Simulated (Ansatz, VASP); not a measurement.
# CdS5 in VASP and in Ansatz

Contents of INCAR:

```
  ALGO = Normal
  EDIFF = 1E-7
  ENCUT = 520
  GGA = PE
  ISIF = 2
  ISMEAR = 0
  LASPH = True
  LCHARG = False
  LREAL = False
  LWAVE = False
  NBANDS = 54
  NELM = 80
  PREC = Accurate
  SIGMA = 0.1
```

Contents of KPOINTS:

```
k-points
0
Gamma
  4 4 1
```

The input POSCAR:

```
CdS5
1.0
   -2.9812331219      3.3194706827     -0.0243104739
   -2.9812331219     -3.3194706827     -0.0243104739
    0.5979438791      0.0000000000     17.7246926293
Cd S
2 10
Direct
    0.9677981723      0.0322018277      0.0000000000
    0.4677981723      0.5322018277      0.5000000000
    0.6304093129      0.1468697786      0.3356696360
    0.1304093129      0.6468697786      0.8356696360
    0.3122553005      0.1877446995      0.2500000000
    0.8122553005      0.6877446995      0.7500000000
    0.3531302214      0.8695906871      0.1643303640
    0.8531302214      0.3695906871      0.6643303640
    0.4766082220      0.1362012292      0.0719206885
    0.9766082220      0.6362012292      0.5719206885
    0.3637987708      0.0233917780      0.4280793115
    0.8637987708      0.5233917780      0.9280793115
```

Input for Ansatz:

```yaml
crystal:
  lattice:
    - [-2.9812331219, 3.3194706827, -0.0243104739]
    - [-2.9812331219, -3.3194706827, -0.0243104739]
    - [0.5979438791, 0.0, 17.7246926293]
  atoms:
    - { symbol: Cd, position: [0.9677981723, 0.0322018277, 0.0] }
    - { symbol: Cd, position: [0.4677981723, 0.5322018277, 0.5] }
    - { symbol: S, position: [0.6304093129, 0.1468697786, 0.335669636] }
    - { symbol: S, position: [0.1304093129, 0.6468697786, 0.835669636] }
    - { symbol: S, position: [0.3122553005, 0.1877446995, 0.25] }
    - { symbol: S, position: [0.8122553005, 0.6877446995, 0.75] }
    - { symbol: S, position: [0.3531302214, 0.8695906871, 0.164330364] }
    - { symbol: S, position: [0.8531302214, 0.3695906871, 0.664330364] }
    - { symbol: S, position: [0.476608222, 0.1362012292, 0.0719206885] }
    - { symbol: S, position: [0.976608222, 0.6362012292, 0.5719206885] }
    - { symbol: S, position: [0.3637987708, 0.023391778, 0.4280793115] }
    - { symbol: S, position: [0.8637987708, 0.523391778, 0.9280793115] }
basis:
  ecutwfc: 420
kpoints:
  mp_grid: { grid: [4, 4, 1] }
hamiltonian:
  xc: pbe
scf:
  occupations: { method: gaussian, width: 0.1 }
  lower_state_search: "off"
output:
  forces: true
  stress: true
  eigenvalues: true
```

Alike in both runs: task single point; functional PBE; k mesh 4 × 4 × 1; occupations gaussian, width 0.1 eV; no spin polarisation.

|  | VASP | Ansatz |
| --- | --- | --- |
| version | VASP 6.6.1 | Ansatz 0.2.0 |
| potentials or method | VASP PAW PBE potentials, release 64 (Cd, S), cutoff 520 eV | scalar-relativistic, plane waves, PAW |
| valence electrons in the cell | 84 | 100 |

```tsv
	VASP	Ansatz	Ansatz less VASP
gap on the k mesh at the Fermi level (eV)	1.42	1.40	-0.020
least direct gap on the mesh (eV)	1.48	1.46	-0.019
pressure (GPa)	-0.2	0.0	+0.20
traceless stress, the component that is largest in VASP (GPa)	-0.21	0.01	+0.222
rms of the force components (eV/Å)	0.059	0.004	-0.0550
```

Atom by atom the forces differ by 0.060 eV/Å (rms over components). VASP's potentials hold 84 valence electrons a cell and Ansatz's 100, so a difference there can come from the potentials and not from the codes.
